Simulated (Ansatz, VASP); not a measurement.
## Two plane-wave programs on C

File POSCAR:

```
C
1.0
   -2.4291088834      2.4351816556      2.4351816556
    2.4291088834     -2.4230361112      2.4230361112
    2.4291088834      2.4230361112     -2.4230361112
C
8
Direct
    0.3254551632      0.0000000000      0.0000000000
    0.6745448368      0.6745448368      0.6745448368
    0.0000000000      0.3254551632      0.0000000000
    0.0000000000      0.0000000000      0.3254551632
    0.0000000000      0.6745448368      0.0000000000
    0.3254551632      0.3254551632      0.3254551632
    0.6745448368      0.0000000000      0.0000000000
    0.0000000000      0.0000000000      0.6745448368
```

INCAR.step1

```
PREC = Accurate ; ENCUT = 520
ISMEAR = 0 ; SIGMA = 0.05
LREAL = F ; LASPH = T
NELM = 80 ; NBANDS = 26
GGA = PE ; ALGO = Normal
EDIFF = 1E-4 ; LWAVE = T
LCHARG = F
```

INCAR.step2

```
PREC = Accurate ; ENCUT = 520
EDIFF = 1E-6 ; ISMEAR = 0
SIGMA = 0.05 ; LREAL = F
LASPH = T ; NELM = 80
ALGO = Normal ; ISIF = 2
LWAVE = F ; LCHARG = T
METAGGA = R2SCAN ; LMIXTAU = T
LELF = T ; LVHAR = T
NBANDS = 26 ; ISTART = 1
```

KPOINTS

```
Automatic mesh
0
Gamma
  8 8 8
```

Input for Ansatz:

```yaml
crystal:
  lattice:
    - [-2.4291088834, 2.4351816556, 2.4351816556]
    - [2.4291088834, -2.4230361112, 2.4230361112]
    - [2.4291088834, 2.4230361112, -2.4230361112]
  atoms:
    - { symbol: C, position: [0.3254551632, 0.0, 0.0] }
    - { symbol: C, position: [0.6745448368, 0.6745448368, 0.6745448368] }
    - { symbol: C, position: [0.0, 0.3254551632, 0.0] }
    - { symbol: C, position: [0.0, 0.0, 0.3254551632] }
    - { symbol: C, position: [0.0, 0.6745448368, 0.0] }
    - { symbol: C, position: [0.3254551632, 0.3254551632, 0.3254551632] }
    - { symbol: C, position: [0.6745448368, 0.0, 0.0] }
    - { symbol: C, position: [0.0, 0.0, 0.6745448368] }
basis:
  ecutwfc: 500
kpoints:
  mp_grid: { grid: [8, 8, 8] }
hamiltonian:
  xc: r2scan
scf:
  occupations: { method: gaussian, width: 0.05 }
output:
  forces: true
  stress: true
  eigenvalues: true
```

Change from the starting cell: strain +0.0050 x Voigt [0, 0, 0, 1, 0, 0], atoms carried along.

Alike in both runs: task single point; functional r2SCAN; k mesh 8 × 8 × 8; occupations gaussian, width 0.05 eV; no spin polarisation.

```csv
,VASP,Ansatz
version,VASP 6.6.1,Ansatz 0.2.0
potentials or method,"VASP PAW PBE potentials, release 64 (C), cutoff 520 eV","scalar-relativistic, plane waves, PAW"
valence electrons in the cell,32,32
```

```tsv
	VASP	Ansatz	Ansatz less VASP
gap on the k mesh at the Fermi level (eV)	3.13	3.14	+0.014
least direct gap on the mesh (eV)	4.09	4.12	+0.037
pressure (GPa)	0.9	0.0	-0.87
traceless stress, the component that is largest in VASP (GPa)	-1.51	-1.52	-0.003
rms of the force components (eV/Å)	0.029	0.005	-0.0242
```

VASP's potentials were made for PBE, not for r2SCAN. Atom by atom the forces differ by 0.026 eV/Å (rms over components).
